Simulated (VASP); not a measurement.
A run of VASP 6.6.1 is set up as follows.

The input POSCAR:

```
Ag
1.0
    2.8905542731      0.0000000000      0.0000000000
   -1.4452771365      2.5032934315      0.0000000000
    0.0000000000      0.0000000000      9.5577310213
Ag
4
Direct
    0.3333333333      0.6666666667      0.2500000000
    0.6666666667      0.3333333333      0.7500000000
    1.0000000000      1.0000000000      1.0000000000
    1.0000000000      1.0000000000      0.5000000000
```

INCAR.step1

```
PREC = Accurate
ENCUT = 520
ISMEAR = -1
SIGMA = 0.1
LREAL = F
LASPH = T
NELM = 100
NBANDS = 30
GGA = PE
ALGO = Normal
EDIFF = 1E-4
LWAVE = T
LCHARG = F
```

Contents of INCAR.step2:

```
PREC = Accurate
ENCUT = 520
EDIFF = 1E-7
ISMEAR = -1
SIGMA = 0.1
LREAL = F
LASPH = T
NELM = 100
ALGO = Normal
ISIF = 2
LWAVE = F
LCHARG = F
METAGGA = R2SCAN
LMIXTAU = T
NBANDS = 30
ISTART = 1
```

KPOINTS

```
Automatic mesh
0
Gamma
  13 13 3
```

Potentials or basis: VASP PAW PBE potentials, release 64 (Ag).

Run with:

```bash
$ cat potpaw_PBE.64/Ag/POTCAR > POTCAR
$ cp INCAR.step1 INCAR
$ mpirun -np 1 vasp_std > vasp.out
$ cp INCAR.step2 INCAR
$ mpirun -np 1 vasp_std > vasp.out
```

(1) Estimate the band gap on the k mesh.

(2) Estimate the pressure.

## Answers

(1) zero (bands 22 and 23 overlap by 6.99 eV).

(2) 0.1 GPa.

Caveat: the PAW data sets were made with another functional, which shifts forces and pressure a little.
